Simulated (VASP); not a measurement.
# Tm3C2 (P-4m2) in VASP: notebook

Tm3C2 is run at these levels: PBE; tasks: single point.

All numbers are computed with VASP 6.6.1; they aren't measurements. Logs are shortened: lines on timing, memory, paths and dates and some standing lists are left out, and cuts for length are marked.

## (1) The cell of the first run

It takes space group P-4m2 (No. 115, tetragonal). The conventional cell has a = 3.512 Å, b = 3.512 Å, c = 6.984 Å, α = 90.00°, β = 90.00°, γ = 90.00°. Within 3.3 Å of Tm (site symmetry 2mm) lie 5 C at 2.51 to 2.53 Å and 6 Tm at 3.03 to 3.22 Å. Tm (site symmetry -4m2) has 4 C at 2.66 Å and 8 Tm at 3.03 to 3.51 Å within 3.6 Å. Within 3.3 Å of C (site symmetry 2mm) lie 7 Tm at 2.51 to 2.66 Å.

The cell was generated, and may not be a known phase.

## (2) Single point, PBE

Contents of INCAR:

```
PREC = Accurate
ENCUT = 600
EDIFF = 1E-6
ISMEAR = 0
SIGMA = 0.1
LREAL = F
LASPH = T
NELM = 200
ALGO = Normal
ISIF = 2
LWAVE = F
LCHARG = F
GGA = PE
NBANDS = 26
GGA_COMPAT = F
LMAXMIX = 6
```

Contents of KPOINTS:

```
regular mesh
0
Gamma
  6 6 4
```

Contents of POSCAR:

```
Tm3C2
1.0
    3.5118191961      0.0000000000      0.0000000000
    0.0000000000      3.5118191961      0.0000000000
    0.0000000000      0.0000000000      6.9841566975
Tm C
3 2
Direct
    0.0000000000      0.5000000000      0.3532051377
    0.5000000000      0.0000000000      0.6467948623
    0.5000000000      0.5000000000      0.0000000000
    0.5000000000      0.0000000000      0.2868561286
    0.0000000000      0.5000000000      0.7131438714
```

Potentials or basis: VASP PAW PBE potentials, release 64 (Tm_3, C), 4f in core.

Started as:

```sh
$ cat potpaw_PBE.64/Tm_3/POTCAR potpaw_PBE.64/C/POTCAR > POTCAR
$ mpirun -np 1 vasp_std > vasp.out
```

OUTCAR:

```text
PREC = Accurate
   ENCUT = 600
   EDIFF = 1E-6
   ISMEAR = 0
   LREAL = F
   LASPH = T
   NELM = 200
   ISIF = 2
   GGA = PE

 ion  position               nearest neighbor table
   1  0.000  0.500  0.353-   5 2.51   4 2.53   4 2.53   4 2.53   4 2.53   3 3.03   3 3.03   2 3.22
                             2 3.22   2 3.22   2 3.22
   2  0.500  0.000  0.647-   4 2.51   5 2.53   5 2.53   5 2.53   5 2.53   3 3.03   3 3.03   1 3.22
                             1 3.22   1 3.22   1 3.22
   3  0.500  0.500  0.000-   4 2.66   5 2.66   4 2.66   5 2.66   2 3.03   1 3.03   1 3.03   2 3.03

   4  0.500  0.000  0.287-   2 2.51   1 2.53   1 2.53   1 2.53   1 2.53   3 2.66   3 2.66
   5  0.000  0.500  0.713-   1 2.51   2 2.53   2 2.53   2 2.53   2 2.53   3 2.66   3 2.66

  LATTYP: Found a simple tetragonal cell.
 ALAT       =     3.5118191961
 C/A-ratio  =     1.9887574808

  Lattice vectors:

 A1 = (   3.5118191961,   0.0000000000,   0.0000000000)
 A2 = (   0.0000000000,   3.5118191961,   0.0000000000)
 A3 = (   0.0000000000,   0.0000000000,   6.9841566975)

Analysis of symmetry for initial positions (statically):
=====================================================================
 Subroutine PRICEL returns:
 Original cell was already a primitive cell.

 Routine SETGRP: Setting up the symmetry group for a
 simple tetragonal supercell.

 Subroutine GETGRP returns: Found  8 space group operations
 (whereof  8 operations were pure point group operations)
 out of a pool of 16 trial point group operations.

The static configuration has the point symmetry D_2d.

Analysis of symmetry for dynamics (positions and initial velocities):
=====================================================================
 Subroutine PRICEL returns:
 Original cell was already a primitive cell.

 Routine SETGRP: Setting up the symmetry group for a
 simple tetragonal supercell.

 Subroutine GETGRP returns: Found  8 space group operations
 (whereof  8 operations were pure point group operations)
 out of a pool of 16 trial point group operations.

The dynamic configuration has the point symmetry D_2d.

 Subroutine INISYM returns: Found  8 space group operations
 (whereof  8 operations are pure point group operations),
 and found     1 'primitive' translations

----------------------------------------------------------------------------------------

                                     Primitive cell

  volume of cell :      86.1347

  direct lattice vectors                    reciprocal lattice vectors
     3.511819196  0.000000000  0.000000000     0.284752701  0.000000000  0.000000000
     0.000000000  3.511819196  0.000000000     0.000000000  0.284752701  0.000000000
     0.000000000  0.000000000  6.984156697     0.000000000  0.000000000  0.143181209

  length of vectors
     3.511819196  3.511819196  6.984156697     0.284752701  0.284752701  0.143181209

  position of ions in fractional coordinates (direct lattice)
     0.000000000  0.500000000  0.353205138
     0.500000000  0.000000000  0.646794862
     0.500000000  0.500000000  0.000000000
     0.500000000  0.000000000  0.286856129
     0.000000000  0.500000000  0.713143871

  ion indices of the primitive-cell ions
   primitive index   ion index
                 1           1
                 2           2
                 3           3
                 4           4
                 5           5

----------------------------------------------------------------------------------------

 KPOINTS: regular mesh

Automatic generation of k-mesh.
 Grid dimensions read from file:
 generate k-points for:    6    6    4

 Generating k-lattice:

  Cartesian coordinates                     Fractional coordinates (reciprocal lattice)
     0.047458783  0.000000000  0.000000000     0.166666667  0.000000000  0.000000000
     0.000000000  0.047458783  0.000000000     0.000000000  0.166666667  0.000000000
     0.000000000  0.000000000  0.035795302     0.000000000  0.000000000  0.250000000

  Length of vectors
     0.047458783  0.047458783  0.035795302

  Shift w.r.t. Gamma in fractional coordinates (k-lattice)
     0.000000000  0.000000000  0.000000000

 Subroutine IBZKPT returns following result:
 ===========================================

 Found     30 irreducible k-points:

 Following reciprocal coordinates:
            Coordinates               Weight
  0.000000  0.000000  0.000000      1.000000
  0.166667  0.000000  0.000000      4.000000
  0.333333  0.000000  0.000000      4.000000
  0.500000  0.000000  0.000000      2.000000
  0.166667  0.166667  0.000000      4.000000
  0.333333  0.166667  0.000000      8.000000
[... 16 lines left out ...]
  0.333333  0.000000  0.500000      4.000000
  0.500000  0.000000  0.500000      2.000000
 [... further k-points ...]
   k-points           NKPTS =     30   k-points in BZ     NKDIM =     30   number of bands    NBANDS=     26
   number of dos      NEDOS =    301   number of ions     NIONS =      5
   total plane-waves  NPLWV =  43904
   dimension x,y,z NGX =    28 NGY =   28 NGZ =   56
   dimension x,y,z NGXF=    56 NGYF=   56 NGZF=  112
   ions per type =               3   2
   NGX,Y,Z   is equivalent  to a cutoff of  13.25, 13.25, 13.33 a.u.
   NGXF,Y,Z  is equivalent  to a cutoff of  26.51, 26.51, 26.66 a.u.
 SYSTEM =  unknown system
   PREC   = accura    normal or accurate (medium, high low for compatibility)
   ISTART =      0    job   : 0-new  1-cont  2-samecut
   ICHARG =      2    charge: 1-file 2-atom 10-const
   ISPIN  =      1    spin polarized calculation?
   LNONCOLLINEAR =      F non collinear calculations
   LSORBIT =      F    spin-orbit coupling
   LASPH  =      T    aspherical Exc in radial PAW
   ENCUT  =  600.0 eV  44.10 Ry    6.64 a.u.   7.01  7.01 13.95*2*pi/ulx,y,z
   NELM   =    200;   NELMIN=  2; NELMDL= -5     # of ELM steps
   EDIFF  = 0.1E-05   stopping-criterion for ELM
   LREAL  =      F    real-space projection
   EDIFFG = 0.1E-04   stopping-criterion for IOM
   NSW    =      0    number of steps for IOM
   IBRION =     -1    ionic relax: 0-MD 1-quasi-New 2-CG
   NFREE  =      0    steps in history (QN), initial steepest desc. (CG)
   ISIF   =      2    stress and relaxation
   ISYM   =      2    0-nonsym 1-usesym 2-fastsym
   POTIM  = 0.5000    time-step for ionic-motion
   TEBEG  =    0.0;   TEEND  =   0.0 temperature during run
   PSTRESS=    0.0 pullay stress
   NELECT =      35.0000    total number of electrons
   NUPDOWN=      -1.0000    fix difference up-down
   EMIN   =  10.00;   EMAX   =-10.00  energy-range for DOS
   EFERMI =   0.00;   METHOD = LEGACY
   ISMEAR =     0;   SIGMA  =   0.10  broadening in eV -4-tet -1-fermi 0-gaus
   EFERMI_NEDOS =   21; number of points for ismear=-14 and -15
   IALGO  =     38    algorithm
   IMIX   =      4    mixing-type and parameters
     AMIX     =   0.40;   BMIX     =  1.00
     AMIX_MAG =   1.60;   BMIX_MAG =  1.00
  volume/ion in A,a.u.               =      17.23       116.25
  Fermi-wavevector in a.u.,A,eV,Ry     =   1.212564  2.291414 20.004810  1.470312
  Thomas-Fermi vector in A             =   2.348044
   LORBIT       =      0    0 simple, 1 ext, 2 COOP (PROOUT), +10 PAW based schemes
   GGA     = PE    functional components
   LHFCALC =     F    Hartree Fock is set to
   AEXX    =    0.0000 exact exchange contribution
   IVDW    =     0    specifies the selected vdW correction
   LEPSILON=     F    determine dielectric tensor
   LRPA    =     F    only Hartree local field effects (RPA)
 non-spin polarized calculation
 Gauss-broadening in eV      SIGMA  =   0.10
  energy-cutoff  :      600.00
  volume of cell :       86.13
 maximum number of plane-waves:      2908
   NGX = 15   NGY = 15   NGZ = 27

 number of electron      34.9999997 magnetization

 Free energy of the ion-electron system (eV)
  ---------------------------------------------------
  ext. energy  EPLUGINS =         0.00000000
  ---------------------------------------------------
  free energy    TOTEN  =       -31.62155625 eV

  energy without entropy =      -31.59459365  energy(sigma->0) =      -31.60807495

 E-fermi :   4.1630     XC(G=0): -11.0181

 val. band max:        4.1504112547   @ k =   0.3333   0.1667   0.2500
 cond. band min:       4.1736529535   @ k =   0.0000   0.0000   0.5000
 fundamental gap:      0.0232416988
 Fermi energy:         4.1630261440

 k-point     1 :       0.0000    0.0000    0.0000
  band No.  band energies     occupation
      1     -21.4978      2.00000
      2     -21.1966      2.00000
      3     -21.1966      2.00000
      4     -20.7852      2.00000
      5     -20.2187      2.00000
      6     -20.2187      2.00000
[... 18 lines left out ...]
     25       8.1793      0.00000
     26       8.9872      0.00000

 k-point     2 :       0.1667    0.0000    0.0000
  band No.  band energies     occupation
      1     -21.4963      2.00000
      2     -21.2962      2.00000
      3     -21.1888      2.00000
      4     -20.7473      2.00000
      5     -20.3243      2.00000
      6     -20.1925      2.00000
[... 18 lines left out ...]
     25       8.0436      0.00000
     26       8.4916      0.00000

 k-point     3 :       0.3333    0.0000    0.0000
  band No.  band energies     occupation
      1     -21.5041      2.00000
      2     -21.4681      2.00000
      3     -21.1734      2.00000
      4     -20.7055      2.00000
      5     -20.4683      2.00000
      6     -20.2160      2.00000
[... 18 lines left out ...]
     25       9.1249      0.00000
     26       9.1495      0.00000

 k-point     4 :       0.5000    0.0000    0.0000
  band No.  band energies     occupation
      1     -21.5475      2.00000
      2     -21.5132      2.00000
      3     -21.1657      2.00000
      4     -20.7109      2.00000
      5     -20.5132      2.00000
      6     -20.2503      2.00000
[... 18 lines left out ...]
     25       9.3703      0.00000
     26       9.5684      0.00000
[... 496 lines left out ...]
      1     -21.5289      2.00000
      2     -21.2875      2.00000
      3     -21.1860      2.00000
      4     -20.5626      2.00000
      5     -20.4707      2.00000
      6     -20.2089      2.00000
[... 18 lines left out ...]
     25       8.6214      0.00000
     26       9.0383      0.00000

 k-point    23 :       0.3333    0.0000    0.5000
  band No.  band energies     occupation
      1     -21.5066      2.00000
      2     -21.4280      2.00000
      3     -21.1722      2.00000
      4     -20.7240      2.00000
      5     -20.5841      2.00000
      6     -20.1505      2.00000
[... 18 lines left out ...]
     25       8.4868      0.00000
     26       9.3361      0.00000

 k-point    24 :       0.5000    0.0000    0.5000
  band No.  band energies     occupation
      1     -21.5689      2.00000
      2     -21.4210      2.00000
      3     -21.1653      2.00000
      4     -20.7944      2.00000
      5     -20.6473      2.00000
      6     -20.1678      2.00000
[... 18 lines left out ...]
     25       9.0332      0.00000
     26       9.1000      0.00000

 [... further k-points ...]
[... 5 lines left out ...]
  --------------------------------------------------------------------------------------
  -------------------------------------------------------------------------------------
  Total        0.3633304      0.3633304      0.2114834      0.0000000     -0.0000000      0.0000000
  in kB        6.7582474      6.7582474      3.9337661      0.0000000     -0.0000000      0.0000000
  external PRESSURE =       5.8167536 kB  Pullay stress =       0.0000000 kB

 VOLUME and BASIS-vectors are now :
 -----------------------------------------------------------------------------
  energy-cutoff  :      600.00
  volume of cell :       86.13
      direct lattice vectors                 reciprocal lattice vectors
     3.511819196  0.000000000  0.000000000     0.284752701  0.000000000  0.000000000
     0.000000000  3.511819196  0.000000000     0.000000000  0.284752701  0.000000000
     0.000000000  0.000000000  6.984156697     0.000000000  0.000000000  0.143181209

 POSITION                                       TOTAL-FORCE (eV/Angst)
 -----------------------------------------------------------------------------------
      0.00000      1.75591      2.46684        -0.000000     -0.000000     -0.024099
      1.75591      0.00000      4.51732         0.000000     -0.000000      0.024099
      1.75591      1.75591      0.00000         0.000000      0.000000     -0.000000
      1.75591      0.00000      2.00345         0.000000     -0.000000     -0.020924
      0.00000      1.75591      4.98071         0.000000     -0.000000      0.020924
 -----------------------------------------------------------------------------------
    total drift:                                0.000000      0.000000      0.000000

  FREE ENERGIE OF THE ION-ELECTRON SYSTEM (eV)
  ---------------------------------------------------
  free  energy   TOTEN  =       -31.6215562475 eV

  energy  without entropy=      -31.5945936490  energy(sigma->0) =      -31.60807495
```

Run time: 43 s. Hardware: 1 thread of Intel Xeon 6975P-C (Granite Rapids), shared host; peak memory 0.24 GiB.

Results:

| Property | Result |
| --- | --- |
| Free energy | -31.6216 eV |
| Pressure | 0.6 GPa |
| Largest force | 0.024 eV/Å |
| Band gap on the k mesh | zero (an odd number of electrons rules out a gap without spin polarisation) |

Forces in eV/Å, atoms in the order of the input:
```
Tm   0.000  0.000 -0.024
Tm   0.000  0.000  0.024
Tm   0.000  0.000  0.000
C    0.000  0.000 -0.021
C    0.000  0.000  0.021
```

Caveat: spin-orbit coupling is left out, which moves the levels of the heavy elements; the 4f electrons are frozen in the core, so they carry no moment and show no levels.

## (3) Single point, PBE

This run uses another cell than the first one, of 17.92 Å³/atom.

Contents of INCAR:

```
SYSTEM = Tm3C2
PREC = Accurate
ENCUT = 600
EDIFF = 1E-6
ISMEAR = 0
SIGMA = 0.1
LREAL = .False.
LASPH = .True.
NELM = 200
ALGO = Normal
ISIF = 2
LWAVE = .False.
LCHARG = .False.
GGA = PE
NBANDS = 26
GGA_COMPAT = .False.
LMAXMIX = 6
```

Contents of KPOINTS:

```
Automatic mesh
0
Gamma
  6 6 4
  0 0 0
```

Contents of POSCAR:

```
Tm3C2
1.0
    3.5258614800      0.0000000000      0.0000000000
    0.0000000000      3.5258614800      0.0000000000
    0.0000000000      0.0000000000      7.2070702800
Tm C
3 2
Direct
    0.0000000000      0.5000000000      0.3652538100
    0.5000000000      0.0000000000      0.6347461900
    0.5000000000      0.5000000000      0.0000000000
    0.5000000000      0.0000000000      0.2621575700
    0.0000000000      0.5000000000      0.7378424300
```

Potentials or basis: VASP PAW PBE potentials, release 64 (Tm_3, C), 4f in core.

Started as:

```sh
$ cat potpaw_PBE.64/Tm_3/POTCAR potpaw_PBE.64/C/POTCAR > POTCAR
$ mpirun -np 1 vasp_std > vasp.out
```

Wall time 44 s (1 thread of Intel Xeon 6975P-C (Granite Rapids), shared host); peak memory 0.25 GiB.

The run converged. Its results:

| Property | Result |
| --- | --- |
| Free energy | -31.3568 eV |
| Pressure | -3.9 GPa |
| Largest force | 1.001 eV/Å |
| Band gap on the k mesh | zero (an odd number of electrons rules out a gap without spin polarisation) |

Forces in eV/Å, atoms in the order of the input:
```
Tm   0.000  0.000 -1.001
Tm   0.000  0.000  1.001
Tm   0.000  0.000  0.000
C    0.000  0.000  0.497
C    0.000  0.000 -0.497
```

Stress tensor (GPa, compression positive):
```
-2.00  0.00  0.00
 0.00 -2.00  0.00
 0.00  0.00 -7.80
```

Levels at points of the mesh, in eV from the Fermi level:
```tsv
k point	band 15	band 16	band 17	band 18	band 19	band 20
(0.00, 0.00, 0.00)	-1.02	-1.02	-0.34	-0.15	0.23	0.23
(0.50, 0.00, 0.00)	-1.91	-1.78	-1.31	-0.11	0.11	1.40
(0.50, 0.50, 0.00)	-2.25	-1.85	-1.82	0.02	0.08	1.51
(0.00, 0.00, 0.50)	-0.78	-0.78	-0.12	-0.12	0.25	0.38
(0.50, 0.00, 0.50)	-1.87	-1.66	-1.36	0.20	0.59	2.24
(0.50, 0.50, 0.50)	-1.85	-1.54	-1.48	0.05	0.13	0.86
```

Caveat: the stress differs along the axes, from -8 to -2 GPa; spin-orbit coupling is left out, which moves the levels of the heavy elements; the 4f electrons are frozen in the core, so they carry no moment and show no levels; forces of over 1 eV/Å act on the atoms, so gaps and moduli don't describe the material at rest.

The gap in the log of VASP goes by the Fermi energy; the results here count the filled bands.